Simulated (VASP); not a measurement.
# Ir (Fm-3m) in VASP: further runs

Runs on Ir. Level: PBEsol. Tasks: single point.

Everything below comes from runs of VASP 6.6.1. Logs are shortened: lines on timing, memory, paths and dates and some standing lists are left out, and cuts for length are marked.

**1. The cell of the first run**

It takes space group Fm-3m (No. 225, cubic). The conventional cell has a = 3.557 Å, b = 3.557 Å, c = 3.557 Å, α = 90.00°, β = 90.00°, γ = 90.00°. Ir (site symmetry m-3m) has 12 Ir at 2.51 Å within 3.3 Å.

**2. Single point, PBEsol (volume scaled by 0.8)**

File INCAR:

```
  ALGO = Normal
  EDIFF = 1E-6
  ENCUT = 520
  GGA = PS
  ISIF = 2
  ISMEAR = -1
  LASPH = T
  LCHARG = T
  LELF = T
  LREAL = F
  LVHAR = T
  LWAVE = F
  NBANDS = 10
  NELM = 100
  PREC = Accurate
  SIGMA = 0.08
```

File KPOINTS:

```
k-points
0
Gamma
  19 19 19
```

File POSCAR:

```
Ir
1.0
    0.0000000000      1.7783401761      1.7783401761
    1.7783401761      0.0000000000      1.7783401761
    1.7783401761      1.7783401761      0.0000000000
Ir
1
Direct
    0.0000000000      0.0000000000      0.0000000000
```

Potentials or basis: VASP PAW PBE potentials, release 64 (Ir).

On the command line:

```sh
> cat potpaw_PBE.64/Ir/POTCAR > POTCAR
> mpirun -np 1 vasp_std > vasp.out
```

OUTCAR:

```text
EDIFF = 1E-6
   ENCUT = 520
   GGA = PS
   ISIF = 2
   ISMEAR = -1
   LASPH = T
   LREAL = F
   NELM = 100
   PREC = Accurate

 ion  position               nearest neighbor table
   1  0.000  0.000  0.000-

  LATTYP: Found a face centered cubic cell.
 ALAT       =     3.5566803522

  Lattice vectors:

 A1 = (   0.0000000000,   1.7783401761,   1.7783401761)
 A2 = (   1.7783401761,   0.0000000000,   1.7783401761)
 A3 = (   1.7783401761,   1.7783401761,   0.0000000000)

Analysis of symmetry for initial positions (statically):
=====================================================================
 Subroutine PRICEL returns:
 Original cell was already a primitive cell.

 Routine SETGRP: Setting up the symmetry group for a
 face centered cubic supercell.

 Subroutine GETGRP returns: Found 48 space group operations
 (whereof 48 operations were pure point group operations)
 out of a pool of 48 trial point group operations.

The static configuration has the point symmetry O_h .

Analysis of symmetry for dynamics (positions and initial velocities):
=====================================================================
 Subroutine PRICEL returns:
 Original cell was already a primitive cell.

 Routine SETGRP: Setting up the symmetry group for a
 face centered cubic supercell.

 Subroutine GETGRP returns: Found 48 space group operations
 (whereof 48 operations were pure point group operations)
 out of a pool of 48 trial point group operations.

The dynamic configuration has the point symmetry O_h .

 Subroutine INISYM returns: Found 48 space group operations
 (whereof 48 operations are pure point group operations),
 and found     1 'primitive' translations

----------------------------------------------------------------------------------------

                                     Primitive cell

  volume of cell :      11.2480

  direct lattice vectors                    reciprocal lattice vectors
     0.000000000  1.778340176  1.778340176    -0.281161055  0.281161055  0.281161055
     1.778340176  0.000000000  1.778340176     0.281161055 -0.281161055  0.281161055
     1.778340176  1.778340176  0.000000000     0.281161055  0.281161055 -0.281161055

  length of vectors
     2.514952796  2.514952796  2.514952796     0.486985232  0.486985232  0.486985232

  position of ions in fractional coordinates (direct lattice)
     0.000000000  0.000000000  0.000000000

  ion indices of the primitive-cell ions
   primitive index   ion index
                 1           1

----------------------------------------------------------------------------------------

 KPOINTS: k-points

Automatic generation of k-mesh.
 Grid dimensions read from file:
 generate k-points for:   19   19   19

 Generating k-lattice:

  Cartesian coordinates                     Fractional coordinates (reciprocal lattice)
    -0.014797950  0.014797950  0.014797950     0.052631579  0.000000000  0.000000000
     0.014797950 -0.014797950  0.014797950     0.000000000  0.052631579  0.000000000
     0.014797950  0.014797950 -0.014797950     0.000000000  0.000000000  0.052631579

  Length of vectors
     0.025630802  0.025630802  0.025630802

  Shift w.r.t. Gamma in fractional coordinates (k-lattice)
     0.000000000  0.000000000  0.000000000

 Subroutine IBZKPT returns following result:
 ===========================================

 Found    220 irreducible k-points:

 Following reciprocal coordinates:
            Coordinates               Weight
  0.000000  0.000000  0.000000      1.000000
  0.052632  0.000000  0.000000      8.000000
  0.105263  0.000000  0.000000      8.000000
  0.157895  0.000000  0.000000      8.000000
  0.210526  0.000000  0.000000      8.000000
  0.263158  0.000000  0.000000      8.000000
[... 16 lines left out ...]
 -0.315789  0.052632  0.000000     24.000000
 -0.263158  0.052632  0.000000     24.000000
 [... further k-points ...]
   k-points           NKPTS =    220   k-points in BZ     NKDIM =    220   number of bands    NBANDS=     10
   number of dos      NEDOS =    301   number of ions     NIONS =      1
   total plane-waves  NPLWV =   8000
   dimension x,y,z NGX =    20 NGY =   20 NGZ =   20
   dimension x,y,z NGXF=    40 NGYF=   40 NGZF=   40
   ions per type =               1
   NGX,Y,Z   is equivalent  to a cutoff of  13.22, 13.22, 13.22 a.u.
   NGXF,Y,Z  is equivalent  to a cutoff of  26.44, 26.44, 26.44 a.u.
 SYSTEM =  unknown system
   PREC   = accura    normal or accurate (medium, high low for compatibility)
   ISTART =      0    job   : 0-new  1-cont  2-samecut
   ICHARG =      2    charge: 1-file 2-atom 10-const
   ISPIN  =      1    spin polarized calculation?
   LNONCOLLINEAR =      F non collinear calculations
   LSORBIT =      F    spin-orbit coupling
   LASPH  =      T    aspherical Exc in radial PAW
   ENCUT  =  520.0 eV  38.22 Ry    6.18 a.u.   4.68  4.68  4.68*2*pi/ulx,y,z
   NELM   =    100;   NELMIN=  2; NELMDL= -5     # of ELM steps
   EDIFF  = 0.1E-05   stopping-criterion for ELM
   LREAL  =      F    real-space projection
   EDIFFG = 0.1E-04   stopping-criterion for IOM
   NSW    =      0    number of steps for IOM
   IBRION =     -1    ionic relax: 0-MD 1-quasi-New 2-CG
   NFREE  =      0    steps in history (QN), initial steepest desc. (CG)
   ISIF   =      2    stress and relaxation
   ISYM   =      2    0-nonsym 1-usesym 2-fastsym
   POTIM  = 0.5000    time-step for ionic-motion
   TEBEG  =    0.0;   TEEND  =   0.0 temperature during run
   PSTRESS=    0.0 pullay stress
   NELECT =       9.0000    total number of electrons
   NUPDOWN=      -1.0000    fix difference up-down
   EMIN   =  10.00;   EMAX   =-10.00  energy-range for DOS
   EFERMI =   0.00;   METHOD = LEGACY
   ISMEAR =    -1;   SIGMA  =   0.08  broadening in eV -4-tet -1-fermi 0-gaus
   EFERMI_NEDOS =   21; number of points for ismear=-14 and -15
   IALGO  =     38    algorithm
   IMIX   =      4    mixing-type and parameters
     AMIX     =   0.40;   BMIX     =  1.00
     AMIX_MAG =   1.60;   BMIX_MAG =  1.00
  volume/ion in A,a.u.               =      11.25        75.91
  Fermi-wavevector in a.u.,A,eV,Ry     =   1.519839  2.872079 31.428229  2.309910
  Thomas-Fermi vector in A             =   2.628770
   LORBIT       =      0    0 simple, 1 ext, 2 COOP (PROOUT), +10 PAW based schemes
   GGA     = PS    functional components
   LHFCALC =     F    Hartree Fock is set to
   AEXX    =    0.0000 exact exchange contribution
   IVDW    =     0    specifies the selected vdW correction
   LEPSILON=     F    determine dielectric tensor
   LRPA    =     F    only Hartree local field effects (RPA)
 non-spin polarized calculation
  energy-cutoff  :      520.00
  volume of cell :       11.25
 maximum number of plane-waves:       315
   NGX =  9   NGY =  9   NGZ =  9

 number of electron       8.9999999 magnetization

 Free energy of the ion-electron system (eV)
  ---------------------------------------------------
  ext. energy  EPLUGINS =         0.00000000
  ---------------------------------------------------
  free energy    TOTEN  =        -8.72780560 eV

  energy without entropy =       -8.71071132  energy(sigma->0) =       -8.71925846

 E-fermi :  14.7118     XC(G=0): -15.4771

 val. band max:       14.7090812330   @ k =   0.4737   0.3684   0.0000
 cond. band min:      14.7247044190   @ k =   0.3684   0.3158   0.0000
 fundamental gap:      0.0156231861
 Fermi energy:        14.7117804454

 k-point     1 :       0.0000    0.0000    0.0000
  band No.  band energies     occupation
      1       0.8854      2.00000
      2       9.1997      2.00000
      3       9.1997      2.00000
      4       9.1997      2.00000
      5      13.0836      2.00000
      6      13.0836      2.00000
      7      28.3055      0.00000
      8      35.3496      0.00000
      9      35.3496      0.00000
     10      35.3496      0.00000

 k-point     2 :       0.0526    0.0000    0.0000
  band No.  band energies     occupation
      1       1.0461      2.00000
      2       9.1008      2.00000
      3       9.2745      2.00000
      4       9.2745      2.00000
      5      13.0241      2.00000
      6      13.0241      2.00000
      7      28.6086      0.00000
      8      34.5709      0.00000
      9      35.6341      0.00000
     10      35.6341      0.00000

 k-point     3 :       0.1053    0.0000    0.0000
  band No.  band energies     occupation
      1       1.5080      2.00000
      2       8.8491      2.00000
      3       9.4736      2.00000
      4       9.4736      2.00000
      5      12.8864      2.00000
      6      12.8864      2.00000
      7      29.4436      0.00000
      8      33.0916      0.00000
      9      36.4636      0.00000
     10      36.4636      0.00000

 k-point     4 :       0.1579    0.0000    0.0000
  band No.  band energies     occupation
      1       2.2013      2.00000
      2       8.5693      2.00000
      3       9.7103      2.00000
      4       9.7103      2.00000
      5      12.7942      2.00000
      6      12.7942      2.00000
      7      30.3593      0.00000
      8      31.9017      0.00000
      9      37.7731      0.00000
     10      37.7731      0.00000
[... 222 lines left out ...]
 k-point    22 :      -0.3684    0.0526    0.0000
  band No.  band energies     occupation
      1       4.0639      2.00000
      2       9.1466      2.00000
      3       9.3288      2.00000
      4      11.1302      2.00000
      5      14.7789      0.60374
      6      15.9878      0.00000
      7      26.2701      0.00000
      8      29.9687      0.00000
      9      37.4373      0.00000
     10      39.0833      0.00000

 k-point    23 :      -0.3158    0.0526    0.0000
  band No.  band energies     occupation
      1       4.0849      2.00000
      2       9.3818      2.00000
      3       9.5544      2.00000
      4       9.8420      2.00000
      5      13.8897      1.99993
      6      15.1776      0.00590
      7      27.3011      0.00000
      8      31.7666      0.00000
      9      38.8406      0.00000
     10      41.2344      0.00000

 k-point    24 :      -0.2632    0.0526    0.0000
  band No.  band energies     occupation
      1       3.8937      2.00000
      2       8.7895      2.00000
      3       9.6816      2.00000
      4       9.7986      2.00000
      5      13.0643      2.00000
      6      14.3473      1.97920
      7      28.3602      0.00000
      8      33.1716      0.00000
      9      40.0565      0.00000
     10      40.2990      0.00000

 [... further k-points ...]

------------------------ aborting loop because EDIFF is reached ----------------------------------------

  FORCE on cell =-STRESS in cart. coord.  units (eV):
  Direction    XX          YY          ZZ          XY          YZ          ZX
  --------------------------------------------------------------------------------------
  -------------------------------------------------------------------------------------
  Total       10.8077281     10.8077281     10.8077281      0.0000000      0.0000000      0.0000000
  in kB     1539.4673330   1539.4673330   1539.4673330      0.0000000      0.0000000      0.0000000
  external PRESSURE =    1539.4673330 kB  Pullay stress =       0.0000000 kB

 VOLUME and BASIS-vectors are now :
 -----------------------------------------------------------------------------
  energy-cutoff  :      520.00
  volume of cell :       11.25
      direct lattice vectors                 reciprocal lattice vectors
     0.000000000  1.778340176  1.778340176    -0.281161055  0.281161055  0.281161055
     1.778340176  0.000000000  1.778340176     0.281161055 -0.281161055  0.281161055
     1.778340176  1.778340176  0.000000000     0.281161055  0.281161055 -0.281161055

 POSITION                                       TOTAL-FORCE (eV/Angst)
 -----------------------------------------------------------------------------------
      0.00000      0.00000      0.00000        -0.000000     -0.000000     -0.000000
 -----------------------------------------------------------------------------------
    total drift:                                0.000000      0.000000      0.000000

  FREE ENERGIE OF THE ION-ELECTRON SYSTEM (eV)
  ---------------------------------------------------
  free  energy   TOTEN  =        -8.7278056033 eV

  energy  without entropy=       -8.7107113198  energy(sigma->0) =       -8.71925846
```

It took 34 s on 1 thread of Intel Xeon 8259CL, shared host; peak memory 0.15 GiB.

What came out:

| Quantity | Value |
| --- | --- |
| Free energy | -8.7278 eV |
| Pressure | 153.9 GPa |

Levels at points of the mesh, in eV from the Fermi level:
| k point | band 2 | band 3 | band 4 | band 5 | band 6 | band 7 |
| --- | --- | --- | --- | --- | --- | --- |
| (0.00, 0.00, 0.00) | -5.51 | -5.51 | -5.51 | -1.63 | -1.63 | 13.59 |

Caveat: the PAW data sets were made with another functional, which shifts forces and pressure a little; spin-orbit coupling is left out, which moves the levels of the heavy elements.

**3. Single point, PBEsol (volume scaled by 0.88)**

File INCAR:

```
SYSTEM = Ir
PREC     = Accurate       ! precision mode
ENCUT    = 520            ! plane-wave cutoff, eV
EDIFF    = 1E-6           ! SCF threshold, eV
ISMEAR   = -1             ! smearing method
SIGMA    = 0.08           ! smearing width, eV
LREAL    = .False.        ! projectors in reciprocal space
LASPH    = .True.         ! aspherical terms in the spheres
NELM     = 80             ! most SCF steps
ALGO     = Normal         ! electronic algorithm
ISIF     = 2              ! what is computed and relaxed
LWAVE    = .False.        ! write WAVECAR
LCHARG   = .False.        ! write CHGCAR
GGA      = PS             ! functional
NBANDS   = 10             ! bands
```

File KPOINTS:

```
Automatic mesh
0
Gamma
  19 19 19
  0 0 0
```

File POSCAR:

```
Ir
1.0
    0.0000000000      1.8357452023      1.8357452023
    1.8357452023      0.0000000000      1.8357452023
    1.8357452023      1.8357452023      0.0000000000
Ir
1
Direct
    0.0000000000      0.0000000000      0.0000000000
```

Potentials or basis: VASP PAW PBE potentials, release 64 (Ir).

On the command line:

```sh
> cat potpaw_PBE.64/Ir/POTCAR > POTCAR
> mpirun -np 1 vasp_std > vasp.out
```

It took 34 s on 1 thread of Intel Xeon 8259CL, shared host; peak memory 0.15 GiB.

It converged, with:

```yaml
Free_energy: -9.4918 eV
Pressure: 70.3 GPa
```

Levels at points of the mesh, in eV from the Fermi level:
```csv
k point,band 2,band 3,band 4,band 5,band 6,band 7
"(0.00, 0.00, 0.00)",-4.77,-4.77,-4.77,-1.42,-1.42,13.97
```

Caveat: the PAW data sets were made with another functional, which shifts forces and pressure a little; spin-orbit coupling is left out, which moves the levels of the heavy elements.

(Part 1 of 2 ends here.)
